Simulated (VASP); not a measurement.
A run of VASP 6.6.1:

Contents of INCAR:

```
  PREC = Accurate
  ENCUT = 600
  EDIFF = 1E-6
  ISMEAR = 0
  SIGMA = 0.1
  LREAL = False
  LASPH = True
  NELM = 80
  ALGO = Normal
  ISIF = 3
  LWAVE = False
  LCHARG = False
  GGA = PE
  IBRION = 2
  NSW = 90
  EDIFFG = -0.04
```

File KPOINTS:

```
Automatic mesh
0
Gamma
  6 6 4
```

Contents of POSCAR:

```
SnBi2O
1.0
    4.1314486900      0.0000000000      0.0000000000
   -2.0657243500      3.5779395200      0.0000000000
    0.0000000000      0.0000000000      6.6939021600
Sn Bi O
1 2 1
Direct
    0.0000000000      0.0000000000      0.5000000000
    0.6666666700      0.3333333300      0.7485837300
    0.3333333300      0.6666666700      0.2514162700
    0.0000000000      0.0000000000      0.0000000000
```

Potentials or basis: VASP PAW PBE potentials, release 64 (Sn_d, Bi_d, O).

Launch:

```sh
$ cat potpaw_PBE.64/Sn_d/POTCAR potpaw_PBE.64/Bi_d/POTCAR potpaw_PBE.64/O/POTCAR > POTCAR
$ mpirun -np 1 vasp_std > vasp.out
```

Hardware: 1 thread of Intel(R) Xeon(R) 6975P-C (Granite Rapids), on a shared host.

Task: Estimate the wall time of this run.

Result: Wall time 9.4 min on 1 thread of Intel(R) Xeon(R) 6975P-C (Granite Rapids) (shared host), peak memory 0.32 GiB. Counts: scf iterations 202, k points 24, ion steps 21.
